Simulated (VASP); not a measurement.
# Si6O11 (a cell with a defect) in VASP: notebook, part 2 of 2

VASP 6.6.1.

## Step 3: Single point, LDA

Input file INCAR:

```
ALGO = Normal
EDIFF = 1E-6
ENCUT = 520
ISIF = 2
ISMEAR = 0
LASPH = True
LCHARG = False
LREAL = Auto
LWAVE = False
NBANDS = 59
NELECT = 88.0
NELM = 80
PREC = Accurate
SIGMA = 0.05
```

Input file KPOINTS:

```
k-points
0
Gamma
  4 4 2
```

Input file POSCAR:

```
Si6O11
1.0
   -2.4333868794      4.2147497096      0.0000000000
    0.0000000000      0.0000000000      5.3651521237
    7.3001606382      4.2147497096      0.0000000000
Si O
6 11
Direct
    0.7676536602      0.3333333333      0.2323463398
    0.2676536602      0.3333333333      0.7323463398
    0.4646926795      0.6666666667      0.0000000000
    0.9646926795      0.6666666667      0.5000000000
    0.2676536602      0.0000000000      0.2676536602
    0.7676536602      0.0000000000      0.7676536602
    0.0706884960      0.2213245393      0.2055640003
    0.5706884960      0.2213245393      0.7055640003
    0.7730017524      0.5546578727      0.3618737519
    0.2730017524      0.5546578727      0.8618737519
    0.6563097516      0.8879912060      0.9325622479
    0.1581341007      0.7876814728      0.1623834507
    0.7730017524      0.7786754607      0.6381262481
    0.6563097516      0.4453421273      0.0674377521
    0.1563097516      0.4453421273      0.5674377521
    0.5706884960      0.1120087940      0.2944359997
    0.0706884960      0.1120087940      0.7944359997
```

Potentials or basis: VASP PAW LDA potentials, release 64 (Si, O).

Command:

```
$ cat potpaw_LDA.64/Si/POTCAR potpaw_LDA.64/O/POTCAR > POTCAR
$ mpirun -np 1 vasp_std > vasp.out
```

OUTCAR:

```text
EDIFF = 1E-6
   ENCUT = 520
   ISIF = 2
   ISMEAR = 0
   LASPH = True
   LREAL = Auto
   NELECT = 88.0
   NELM = 80
   PREC = Accurate

 ion  position               nearest neighbor table
   1  0.768  0.333  0.232-   7 1.61  14 1.61  16 1.61   9 1.61   5 3.03   5 3.03   4 3.03   3 3.03

   2  0.268  0.333  0.732-   8 1.61  15 1.61  17 1.61  10 1.61   6 3.03   6 3.03   3 3.03   4 3.03

   3  0.465  0.667  0.000-  10 1.61  11 1.61  14 1.61  12 2.13   5 3.03   2 3.03   6 3.03   1 3.03

   4  0.965  0.667  0.500-  13 1.61   9 1.61  15 1.61   6 3.03   1 3.03   5 3.03   2 3.03
   5  0.268  0.000  0.268-  12 1.54  16 1.61   7 1.61   3 3.03   1 3.03   1 3.03   4 3.03
   6  0.768  0.000  0.768-  17 1.61  11 1.61   8 1.61  13 1.61   4 3.03   2 3.03   2 3.03   3 3.03

   7  0.071  0.221  0.206-   1 1.61   5 1.61
   8  0.571  0.221  0.706-   2 1.61   6 1.61
   9  0.773  0.555  0.362-   4 1.61   1 1.61
  10  0.273  0.555  0.862-   3 1.61   2 1.61
  11  0.656  0.888  0.933-   6 1.61   3 1.61
  12  0.158  0.788  0.162-   5 1.54   3 2.13
  13  0.773  0.779  0.638-   4 1.61   6 1.61
[... 220 lines left out ...]
 Fermi energy:         1.3236960718

 k-point     1 :       0.0000    0.0000    0.0000
  band No.  band energies     occupation
      1     -18.3881      2.00000
      2     -17.9238      2.00000
      3     -17.1599      2.00000
      4     -16.9661      2.00000
      5     -16.8504      2.00000
      6     -16.7658      2.00000
[... 1169 lines left out ...]
     55      10.7327      0.00000
     56      10.9868      0.00000
 [bands above 56 left out]

------------------------ aborting loop because EDIFF is reached ----------------------------------------

  FORCE on cell =-STRESS in cart. coord.  units (eV):
  Direction    XX          YY          ZZ          XY          YZ          ZX
  --------------------------------------------------------------------------------------
  -------------------------------------------------------------------------------------
  Total      -24.2785917    -19.8474705    -13.9555632      2.7790666      1.2802563      1.8853527
  in kB     -176.7295169   -144.4743550   -101.5857910     20.2294720      9.3192836     13.7239211
  external PRESSURE =    -140.9298876 kB  Pullay stress =       0.0000000 kB

 VOLUME and BASIS-vectors are now :
 -----------------------------------------------------------------------------
  energy-cutoff  :      520.00
  volume of cell :      220.10
      direct lattice vectors                 reciprocal lattice vectors
    -2.433386879  4.214749710  0.000000000    -0.102737465  0.177946510  0.000000000
     0.000000000  0.000000000  5.365152124     0.000000000  0.000000000  0.186388005
     7.300160638  4.214749710  0.000000000     0.102737465  0.059315503  0.000000000

 POSITION                                       TOTAL-FORCE (eV/Angst)
 -----------------------------------------------------------------------------------
     -0.17183      4.21475      1.78838        -1.041806     -0.324137      0.634669
      4.69494      4.21475      1.78838         1.129479      1.476094     -0.529752
     -1.13078      1.95856      3.57677        -0.098408     -1.089744     -0.528842
      1.30261      6.17331      3.57677         2.397488     -1.271200     -3.368095
      1.30261      2.25619      0.00000        -1.942753      0.262093      4.100559
      3.73600      6.47094      0.00000         0.897306      0.451169      1.640038
[... 9 lines left out ...]
      0.76072      3.64628      0.60094         1.243474     -0.720298     -1.630797
      5.62750      3.64628      0.60094        -0.394545     -0.201368     -0.102235
 -----------------------------------------------------------------------------------
    total drift:                               -0.002965     -0.026757     -0.011514

  FREE ENERGIE OF THE ION-ELECTRON SYSTEM (eV)
  ---------------------------------------------------
  free  energy   TOTEN  =      -145.9904708455 eV

  energy  without entropy=     -145.9897024797  energy(sigma->0) =     -145.99008666
```

Wall time 1.8 min (1 thread of Intel Xeon 6975P-C (Granite Rapids), shared host); peak memory 0.31 GiB.

Results:

```yaml
Free_energy: -145.9905 eV
Largest_force: 4.888 eV/Å
```

Forces on the atoms (eV/Å):
```
Si  -1.042 -0.324  0.635
Si   1.129  1.476 -0.530
Si  -0.098 -1.090 -0.529
Si   2.397 -1.271 -3.368
Si  -1.943  0.262  4.101
Si   0.897  0.451  1.640
O    1.086  0.856  0.337
O   -0.319 -0.214 -0.024
O    0.541  0.697  1.237
O    0.572  0.275  0.698
O    1.414 -0.164 -0.449
O   -2.976  1.199 -3.688
O   -1.925 -0.035 -0.089
O    0.822 -0.204  0.438
O   -1.407 -0.993  1.323
O    1.243 -0.720 -1.631
O   -0.395 -0.201 -0.102
```

Levels at points of the mesh, in eV from the Fermi level:
| k point | band 40 | band 41 | band 42 | band 43 | band 44 | band 45 | band 46 | band 47 | band 48 | band 49 |
| --- | --- | --- | --- | --- | --- | --- | --- | --- | --- | --- |
| (0.00, 0.00, 0.00) | -1.11 | -0.93 | -0.80 | -0.48 | -0.11 | 0.05 | 4.01 | 5.00 | 6.34 | 6.59 |
| (0.50, 0.00, 0.00) | -1.22 | -0.85 | -0.81 | -0.40 | -0.20 | 0.20 | 3.86 | 5.28 | 6.20 | 7.26 |
| (0.00, 0.50, 0.00) | -1.19 | -0.91 | -0.74 | -0.51 | -0.08 | 0.27 | 3.86 | 5.09 | 6.16 | 6.99 |
| (0.50, 0.50, 0.00) | -1.11 | -1.02 | -0.78 | -0.71 | -0.60 | 0.32 | 3.98 | 5.30 | 6.31 | 7.60 |
| (0.00, 0.00, 0.50) | -1.14 | -0.87 | -0.85 | -0.45 | -0.10 | 0.21 | 3.82 | 5.11 | 6.36 | 6.68 |
| (0.50, 0.00, 0.50) | -1.15 | -0.86 | -0.80 | -0.41 | -0.20 | 0.19 | 3.91 | 5.22 | 6.21 | 7.24 |
| (0.00, 0.50, 0.50) | -1.11 | -0.94 | -0.78 | -0.57 | -0.08 | 0.28 | 3.84 | 5.11 | 6.17 | 7.13 |
| (0.50, 0.50, 0.50) | -1.15 | -0.96 | -0.74 | -0.67 | -0.51 | 0.21 | 3.99 | 5.29 | 6.27 | 7.66 |

Caveat: the cell carries a net charge on a neutralising background, which shifts energy and pressure; the cell differs from its parent crystal (atoms taken out, atom 12 moved 0.125 of the way to it and -0.500 Å across, host rigid); the cell is charged against a uniform background, so pressure and absolute levels hang on convention.

## Step 4: Single point, LDA

Input file INCAR:

```
PREC     = Accurate       # precision mode
ENCUT    = 520            # plane-wave cutoff, eV
EDIFF    = 1E-7           # SCF threshold, eV
ISMEAR   = 0              # smearing method
SIGMA    = 0.05           # smearing width, eV
LREAL    = Auto         
LASPH    = T              # aspherical terms in the spheres
NELM     = 80             # most SCF steps
ALGO     = Normal         # electronic algorithm
ISIF     = 2              # what is computed and relaxed
LWAVE    = F              # write WAVECAR
LCHARG   = F              # write CHGCAR
GGA      = CA             # functional
NBANDS   = 59             # bands
NELECT   = 88.0
```

Input file KPOINTS:

```
regular mesh
0
Gamma
  4 4 2
```

Edit POSCAR of step 3 so:

```diff
@@ -19,3 +19,3 @@
     0.6563097516      0.8879912060      0.9325622479
-    0.1581341007      0.7876814728      0.1623834507
+    0.2711774033      0.8789851939      0.4083050453
     0.7730017524      0.7786754607      0.6381262481
```

Command:

```
$ cat potpaw_LDA.64/Si/POTCAR potpaw_LDA.64/O/POTCAR > POTCAR
$ mpirun -np 1 vasp_std > vasp.out
```

It took 2 min on 1 thread of Intel Xeon 6975P-C (Granite Rapids), shared host; peak memory 0.31 GiB.

Results (log left out):

- Free energy: -144.2055 eV
- Largest force: 20.367 eV/Å

Forces in eV/Å, atoms in the order of the input:
```
Si    0.993   0.010  -0.151
Si   -0.539  -0.461  -0.922
Si   -4.027  -0.083  -1.435
Si   -0.489   1.547  -0.260
Si  -10.698  -4.957  11.095
Si   -1.050  -0.296   1.178
O    -0.950   0.418  -1.171
O     0.158   0.077   0.100
O    -0.604   0.223   0.536
O     1.530   0.908   1.509
O     2.308   0.148  -0.698
O    16.205   3.113 -11.937
O    -0.940   0.128   0.193
O     0.465  -0.818   1.125
O    -0.218  -0.245   0.441
O    -2.426   0.191   0.655
O     0.282   0.098  -0.257
```

Levels at points of the mesh, in eV from the Fermi level:
```
           k point  band 40  band 41  band 42  band 43  band 44  band 45  band 46  band 47  band 48  band 49
(0.00, 0.00, 0.00)    -0.94    -0.87    -0.72    -0.48    -0.11     0.02     4.38     5.58     6.51     6.90
(0.50, 0.00, 0.00)    -1.00    -0.91    -0.63    -0.32    -0.15     0.21     4.36     5.77     6.45     7.29
(0.00, 0.50, 0.00)    -1.02    -0.80    -0.57    -0.50    -0.07     0.23     4.17     6.02     6.80     7.07
(0.50, 0.50, 0.00)    -0.93    -0.90    -0.77    -0.71    -0.49     0.27     4.35     6.03     6.63     7.27
(0.00, 0.00, 0.50)    -0.96    -0.85    -0.68    -0.49    -0.09     0.13     4.23     5.75     6.52     7.03
(0.50, 0.00, 0.50)    -1.05    -0.81    -0.66    -0.35    -0.16     0.22     4.36     5.94     6.24     7.26
(0.00, 0.50, 0.50)    -1.03    -0.84    -0.59    -0.56    -0.06     0.21     4.20     6.01     6.85     7.04
(0.50, 0.50, 0.50)    -0.94    -0.83    -0.70    -0.68    -0.43     0.19     4.36     6.05     6.63     7.26
```

Caveat: the cell carries a net charge on a neutralising background, which shifts energy and pressure; the cell differs from its parent crystal (atoms taken out, atom 12 moved 0.875 of the way to it and +0.500 Å across, host rigid); the cell is charged against a uniform background, so pressure and absolute levels hang on convention.

## Step 5: Single point, LDA

Input file INCAR:

```
SYSTEM = Si6O11
PREC = Accurate
ENCUT = 520
EDIFF = 1E-6
ISMEAR = 0
SIGMA = 0.05
LREAL = Auto
LASPH = .True.
NELM = 80
ALGO = Normal
ISIF = 2
LWAVE = .False.
LCHARG = .False.
GGA = CA
NELECT = 88.0
NBANDS = 59
```

Input file KPOINTS:

```
Automatic mesh
0
Gamma
  4 4 2
  0 0 0
```

Edit POSCAR of step 4 so:

```diff
@@ -19,3 +19,3 @@
     0.6563097516      0.8879912060      0.9325622479
-    0.2711774033      0.8789851939      0.4083050453
+    0.1207556759      0.8719975098      0.3894840992
     0.7730017524      0.7786754607      0.6381262481
```

Command:

```
$ cat potpaw_LDA.64/Si/POTCAR potpaw_LDA.64/O/POTCAR > POTCAR
$ mpirun -np 1 vasp_std > vasp.out
```

It took 2 min on 1 thread of Intel Xeon 6975P-C (Granite Rapids), shared host; peak memory 0.32 GiB.

Results (log left out):

| Property | Result |
| --- | --- |
| Free energy | -146.8243 eV |
| Largest force | 8.760 eV/Å |

Forces on the atoms (eV/Å):
```
Si   0.624  0.782  0.510
Si  -0.386 -0.380 -0.823
Si  -3.813 -0.131 -1.335
Si   0.938 -0.325 -1.301
Si  -5.182  1.161  6.967
Si  -1.071 -0.301  0.971
O   -1.376  0.223 -0.310
O    0.127  0.037  0.089
O   -0.308 -1.043 -0.936
O    1.454  0.862  1.449
O    2.281  0.154 -0.670
O    6.516  0.639 -4.494
O   -0.422  0.144  0.185
O    0.540 -0.787  0.930
O   -0.350 -0.123  0.600
O    0.202 -1.018 -1.601
O    0.226  0.106 -0.231
```

Levels at points of the mesh, in eV from the Fermi level:
| k point | band 40 | band 41 | band 42 | band 43 | band 44 | band 45 | band 46 | band 47 | band 48 | band 49 |
| --- | --- | --- | --- | --- | --- | --- | --- | --- | --- | --- |
| (0.00, 0.00, 0.00) | -0.90 | -0.84 | -0.69 | -0.48 | -0.09 | 0.01 | 4.50 | 6.34 | 6.69 | 7.23 |
| (0.50, 0.00, 0.00) | -1.08 | -0.86 | -0.57 | -0.29 | -0.16 | 0.23 | 4.54 | 6.30 | 7.05 | 8.15 |
| (0.00, 0.50, 0.00) | -1.12 | -0.88 | -0.56 | -0.45 | -0.08 | 0.18 | 4.32 | 6.56 | 7.36 | 7.99 |
| (0.00, 0.00, 0.50) | -0.93 | -0.82 | -0.67 | -0.49 | -0.08 | 0.13 | 4.38 | 6.38 | 6.99 | 7.26 |
| (0.50, 0.00, 0.50) | -1.10 | -0.78 | -0.64 | -0.33 | -0.15 | 0.18 | 4.57 | 6.42 | 7.06 | 8.04 |
| (0.00, 0.50, 0.50) | -1.08 | -0.88 | -0.60 | -0.55 | -0.06 | 0.22 | 4.35 | 6.52 | 7.40 | 8.08 |

Caveat: the cell carries a net charge on a neutralising background, which shifts energy and pressure; the cell differs from its parent crystal (atoms taken out, atom 12 moved 0.875 of the way to it and -0.250 Å across, host rigid); the cell is charged against a uniform background, so pressure and absolute levels hang on convention.
